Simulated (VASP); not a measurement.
# HfSiO4 (I4_1/amd) in VASP: further runs

HfSiO4 is run at these levels: PBE; tasks: electric field gradients.

Program: VASP 6.6.1. These are calculated values, not measurements. Logs are shortened: lines on timing, memory, paths and dates and some standing lists are left out, and cuts for length are marked.

### 1 The cell of the first run

The structure is tetragonal, space group I4_1/amd (No. 141). The conventional cell has a = 6.572 Å, b = 6.572 Å, c = 5.784 Å, α = 90.00°, β = 90.00°, γ = 90.00°. Within 2.8 Å of Hf (site symmetry -4m2) lie 8 O at 2.11 to 2.21 Å. Si (site symmetry -4m2) has 4 O at 1.60 Å within 2.1 Å. Within 2.1 Å of O (site symmetry m) lie 1 Si at 1.60 Å.

### 2 Electric field gradients, PBE (z stretched by -3 %)

INCAR

```
SYSTEM = HfSiO4
PREC = Accurate ; ENCUT = 520
EDIFF = 1E-8 ; ISMEAR = -1
SIGMA = 0.02 ; LREAL = .False.
LASPH = .True. ; NELM = 100
ALGO = Normal ; ISIF = 2
LWAVE = .False. ; LCHARG = .False.
GGA = PE ; LEFG = .True.
NBANDS = 50
```

KPOINTS

```
Automatic mesh
0
Gamma
  5 5 5
  0 0 0
```

POSCAR

```
HfSiO4
1.0
   -3.2862500000      3.2862500000      2.8921520000
    3.2862500000     -3.2862500000      2.8921520000
    3.2862500000      3.2862500000     -2.8921520000
Hf Si O
2 2 8
Direct
    0.7500000000      0.2500000000      0.5000000000
    0.0000000000      0.0000000000      0.0000000000
    0.2500000000      0.7500000000      0.5000000000
    0.5000000000      0.5000000000      0.0000000000
    0.1340001033      0.3192779115      0.8147221918
    0.0692779115      0.7545557197      0.6852778082
    0.5045557197      0.3192779115      0.1852778082
    0.0692779115      0.3840001033      0.3147221918
    0.6159998967      0.9307220885      0.6852778082
    0.6807220885      0.8659998967      0.1852778082
    0.2454442803      0.9307220885      0.3147221918
    0.6807220885      0.4954442803      0.8147221918
```

Potentials or basis: VASP PAW PBE potentials, release 64 (Hf_pv, Si, O).

Started as:

```bash
cat potpaw_PBE.64/Hf_pv/POTCAR potpaw_PBE.64/Si/POTCAR potpaw_PBE.64/O/POTCAR > POTCAR
mpirun -np 1 vasp_std > vasp.out
```

OUTCAR:

```text
SYSTEM = HfSiO4
   PREC = Accurate
   ENCUT = 520
   EDIFF = 1E-8
   ISMEAR = -1
   LREAL = .False.
   LASPH = .True.
   NELM = 100
   ISIF = 2
   GGA = PE

 ion  position               nearest neighbor table
   1  0.750  0.250  0.500-   5 2.11  10 2.11   7 2.11  12 2.11   8 2.21   9 2.21   6 2.21  11 2.21
                             3 2.89   3 2.89   2 3.59   2 3.59   2 3.59   2 3.59
   2  0.000  0.000  0.000-   8 2.11   9 2.11   6 2.11  11 2.11  10 2.21   5 2.21   7 2.21  12 2.21
                             4 2.89   4 2.89   1 3.59   1 3.59   1 3.59   1 3.59
   3  0.250  0.750  0.500-   6 1.60  11 1.60   9 1.60   8 1.60   1 2.89   1 2.89
   4  0.500  0.500  0.000-   7 1.60  12 1.60  10 1.60   5 1.60   2 2.89   2 2.89
   5  0.134  0.319  0.815-   4 1.60   1 2.11   2 2.21
   6  0.069  0.755  0.685-   3 1.60   2 2.11   1 2.21
   7  0.505  0.319  0.185-   4 1.60   1 2.11   2 2.21
   8  0.069  0.384  0.315-   3 1.60   2 2.11   1 2.21
   9  0.616  0.931  0.685-   3 1.60   2 2.11   1 2.21
  10  0.681  0.866  0.185-   4 1.60   1 2.11   2 2.21
  11  0.245  0.931  0.315-   3 1.60   2 2.11   1 2.21
  12  0.681  0.495  0.815-   4 1.60   1 2.11   2 2.21

  LATTYP: Found a body centered tetragonal cell.
 ALAT       =     6.5725000000
 C/A-ratio  =     0.8800766831

  Lattice vectors:

 A1 = (  -3.2862500000,   3.2862500000,   2.8921520000)
 A2 = (   3.2862500000,  -3.2862500000,   2.8921520000)
 A3 = (   3.2862500000,   3.2862500000,  -2.8921520000)

Analysis of symmetry for initial positions (statically):
=====================================================================
 Subroutine PRICEL returns:
 Original cell was already a primitive cell.

 Routine SETGRP: Setting up the symmetry group for a
 body centered tetragonal supercell.

 Subroutine GETGRP returns: Found 16 space group operations
 (whereof  8 operations were pure point group operations)
 out of a pool of 16 trial point group operations.

The static configuration has the point symmetry D_2d.
 The point group associated with its full space group is D_4h.

Analysis of symmetry for dynamics (positions and initial velocities):
=====================================================================
 Subroutine PRICEL returns:
 Original cell was already a primitive cell.

 Routine SETGRP: Setting up the symmetry group for a
 body centered tetragonal supercell.

 Subroutine GETGRP returns: Found 16 space group operations
 (whereof  8 operations were pure point group operations)
 out of a pool of 16 trial point group operations.

The dynamic configuration has the point symmetry D_2d.
 The point group associated with its full space group is D_4h.

 Subroutine INISYM returns: Found 16 space group operations
 (whereof  8 operations are pure point group operations),
 and found     1 'primitive' translations

----------------------------------------------------------------------------------------

                                     Primitive cell

  volume of cell :     124.9345

  direct lattice vectors                    reciprocal lattice vectors
    -3.286250000  3.286250000  2.892152000     0.000000000  0.152149106  0.172881647
     3.286250000 -3.286250000  2.892152000     0.152149106  0.000000000  0.172881647
     3.286250000  3.286250000 -2.892152000     0.152149106  0.152149106  0.000000000

  length of vectors
     5.473885395  5.473885395  5.473885395     0.230298533  0.230298533  0.215171329

  position of ions in fractional coordinates (direct lattice)
     0.750000000  0.250000000  0.500000000
     0.000000000  0.000000000  0.000000000
     0.250000000  0.750000000  0.500000000
     0.500000000  0.500000000  0.000000000
     0.134000103  0.319277912  0.814722192
     0.069277912  0.754555720  0.685277808
     0.504555720  0.319277912  0.185277808
     0.069277912  0.384000103  0.314722192
     0.615999897  0.930722088  0.685277808
     0.680722088  0.865999897  0.185277808
     0.245444280  0.930722088  0.314722192
     0.680722088  0.495444280  0.814722192

[... 103 lines left out ...]
   LORBIT       =      0    0 simple, 1 ext, 2 COOP (PROOUT), +10 PAW based schemes
   GGA     = PE    functional components
   LHFCALC =     F    Hartree Fock is set to
   AEXX    =    0.0000 exact exchange contribution
   IVDW    =     0    specifies the selected vdW correction
   LEPSILON=     F    determine dielectric tensor
   LRPA    =     F    only Hartree local field effects (RPA)
 non-spin polarized calculation
  energy-cutoff  :      520.00
  volume of cell :      124.93
 maximum number of plane-waves:      3390
 NGX is ok and might be reduce to    42
   NGX = 21   NGY = 21   NGZ = 21

 number of electron      75.9999994 magnetization

 Free energy of the ion-electron system (eV)
  ---------------------------------------------------
  ext. energy  EPLUGINS =         0.00000000
  ---------------------------------------------------
  free energy    TOTEN  =      -108.26758011 eV

  energy without entropy =     -108.26758011  energy(sigma->0) =     -108.26758011

 E-fermi :   3.9757     XC(G=0): -11.2359

 val. band max:        3.5313391257   @ k =   0.0000   0.0000   0.0000
 cond. band min:       9.0789921521   @ k =   0.2000   0.2000   0.2000
 fundamental gap:      5.5476530264
 Fermi energy:         3.9757336248

 k-point     1 :       0.0000    0.0000    0.0000
  band No.  band energies     occupation
      1     -25.6303      2.00000
      2     -25.6303      2.00000
      3     -25.5783      2.00000
      4     -25.5621      2.00000
      5     -25.4203      2.00000
      6     -25.4203      2.00000
[... 943 lines left out ...]
     49      13.4794      0.00000
     50      13.6091      0.00000

------------------------ aborting loop because EDIFF is reached ----------------------------------------

  FORCE on cell =-STRESS in cart. coord.  units (eV):
  Direction    XX          YY          ZZ          XY          YZ          ZX
  --------------------------------------------------------------------------------------
  -------------------------------------------------------------------------------------
  Total        8.2161896      8.2161896     17.8279643      0.0000000      0.0000000      0.0000000
  in kB      105.3655732    105.3655732    228.6283245      0.0000000      0.0000000      0.0000000
  external PRESSURE =     146.4531570 kB  Pullay stress =       0.0000000 kB

 VOLUME and BASIS-vectors are now :
 -----------------------------------------------------------------------------
  energy-cutoff  :      520.00
  volume of cell :      124.93
      direct lattice vectors                 reciprocal lattice vectors
    -3.286250000  3.286250000  2.892152000     0.000000000  0.152149106  0.172881647
     3.286250000 -3.286250000  2.892152000     0.152149106  0.000000000  0.172881647
     3.286250000  3.286250000 -2.892152000     0.152149106  0.152149106  0.000000000

 POSITION                                       TOTAL-FORCE (eV/Angst)
 -----------------------------------------------------------------------------------
     -0.00000      3.28625      1.44608        -0.000000      0.000000     -0.000000
      0.00000      0.00000      0.00000        -0.000000      0.000000     -0.000000
      3.28625     -0.00000      1.44608        -0.000000      0.000000     -0.000000
      0.00000      0.00000      2.89215        -0.000000      0.000000     -0.000000
      3.28625      2.06851     -1.04535        -0.000000     -0.400104     -0.293513
      4.50399      0.00000      0.40072         0.400104      0.000000     -0.293513
     -0.00000      1.21774      1.84680        -0.000000      0.400104     -0.293513
      2.06851      0.00000      0.40072        -0.400104      0.000000     -0.293513
      3.28625      1.21774      2.49143        -0.000000      0.400104      0.293513
      1.21774     -0.00000      3.93750         0.400104      0.000000      0.293513
      3.28625     -1.21774      2.49143        -0.000000     -0.400104      0.293513
      2.06851      3.28625      1.04535        -0.400104      0.000000      0.293513
 -----------------------------------------------------------------------------------
    total drift:                               -0.000000      0.000000     -0.000000

  FREE ENERGIE OF THE ION-ELECTRON SYSTEM (eV)
  ---------------------------------------------------
  free  energy   TOTEN  =      -108.2675801122 eV

  energy  without entropy=     -108.2675801122  energy(sigma->0) =     -108.26758011

 Electric field gradients (V/A^2)
---------------------------------------------------------------------
 ion       V_xx      V_yy      V_zz      V_xy      V_xz      V_yz
---------------------------------------------------------------------
   1     -36.779   -36.779    73.559    -0.000    -0.000    -0.000
   2     -36.779   -36.779    73.559    -0.000    -0.000    -0.000
   3       9.859     9.859   -19.718    -0.000    -0.000    -0.000
   4       9.859     9.859   -19.718    -0.000    -0.000    -0.000
   5     -39.428    25.106    14.322    -0.001    -0.001    18.541
   6      25.106   -39.428    14.321    -0.001   -18.544    -0.001
   7     -39.428    25.106    14.321    -0.001    -0.001   -18.544
   8      25.106   -39.428    14.322    -0.001    18.541    -0.001
   9     -39.428    25.106    14.322    -0.001    -0.001    18.541
  10      25.106   -39.428    14.322    -0.001    18.541    -0.001
  11     -39.428    25.106    14.321    -0.001    -0.001   -18.544
  12      25.106   -39.428    14.321    -0.001   -18.544    -0.001
---------------------------------------------------------------------

 Electric field gradients after diagonalization (V/A^2)
 (convention: |V_zz| > |V_xx| > |V_yy|)
----------------------------------------------------------------------
 ion       V_xx      V_yy      V_zz     asymmetry (V_yy - V_xx)/ V_zz
----------------------------------------------------------------------
   1     -36.779   -36.779    73.559       0.000
   2     -36.779   -36.779    73.559       0.000
   3       9.859     9.859   -19.718       0.000
   4       9.859     9.859   -19.718       0.000
   5      39.023     0.405   -39.428       0.979
   6      39.026     0.402   -39.428       0.980
   7      39.026     0.402   -39.428       0.980
   8      39.023     0.405   -39.428       0.979
   9      39.023     0.405   -39.428       0.979
  10      39.023     0.405   -39.428       0.979
  11      39.026     0.402   -39.428       0.980
  12      39.026     0.402   -39.428       0.980
----------------------------------------------------------------------

           NMR quadrupolar parameters

 Cq : quadrupolar parameter    Cq=e*Q*V_zz/h
 eta: asymmetry parameters     (V_yy - V_xx)/ V_zz
 Q  : nuclear electric quadrupole moment in mb (millibarn)
----------------------------------------------------------------------
 ion       Cq(MHz)       eta       Q (mb)
----------------------------------------------------------------------
   1       0.178       0.000       1.000
   2       0.178       0.000       1.000
   3      -0.048       0.000       1.000
   4      -0.048       0.000       1.000
   5      -0.095       0.979       1.000
   6      -0.095       0.980       1.000
   7      -0.095       0.980       1.000
   8      -0.095       0.979       1.000
   9      -0.095       0.979       1.000
  10      -0.095       0.979       1.000
  11      -0.095       0.980       1.000
  12      -0.095       0.980       1.000
----------------------------------------------------------------------
```

Run time: 86 s. Hardware: 1 thread of AMD EPYC 9R45 (Zen 5), shared host; peak memory 0.27 GiB.

Results:

```
Free energy            : -108.2676 eV
Pressure               : 14.6 GPa
Largest force          : 0.496 eV/Å
Band gap on the k mesh : 5.55 eV, indirect (least direct gap 5.86 eV)
```

Forces in eV/Å, atoms in the order of the input:
```
Hf   0.000  0.000  0.000
Hf   0.000  0.000  0.000
Si   0.000  0.000  0.000
Si   0.000  0.000  0.000
O    0.000 -0.400 -0.294
O    0.400  0.000 -0.294
O    0.000  0.400 -0.294
O   -0.400  0.000 -0.294
O    0.000  0.400  0.294
O    0.400  0.000  0.294
O    0.000 -0.400  0.294
O   -0.400  0.000  0.294
```

Stress tensor (GPa, compression positive):
```
10.54  0.00  0.00
 0.00 10.54  0.00
 0.00  0.00 22.86
```

Electric field gradients, principal values (V/Å²):
| atom | least | middle | greatest (by size) |
| --- | --- | --- | --- |
| 1 Hf | -36.779 | -36.779 | 73.559 |
| 2 Hf | -36.779 | -36.779 | 73.559 |
| 3 Si | 9.859 | 9.859 | -19.718 |
| 4 Si | 9.859 | 9.859 | -19.718 |
| 5 O | 0.405 | 39.023 | -39.428 |
| 6 O | 0.402 | 39.026 | -39.428 |
| 7 O | 0.402 | 39.026 | -39.428 |
| 8 O | 0.405 | 39.023 | -39.428 |
| 9 O | 0.405 | 39.023 | -39.428 |
| 10 O | 0.405 | 39.023 | -39.428 |
| 11 O | 0.402 | 39.026 | -39.428 |
| 12 O | 0.402 | 39.026 | -39.428 |

Caveat: the cell differs from its parent crystal (z stretched by -3 %); without QUAD_EFG the Cq values of the log hold for a quadrupole moment of 1 mb, not for the nuclei; spin-orbit coupling is left out, which moves the levels of the heavy elements.

[end of part 1 of 2]
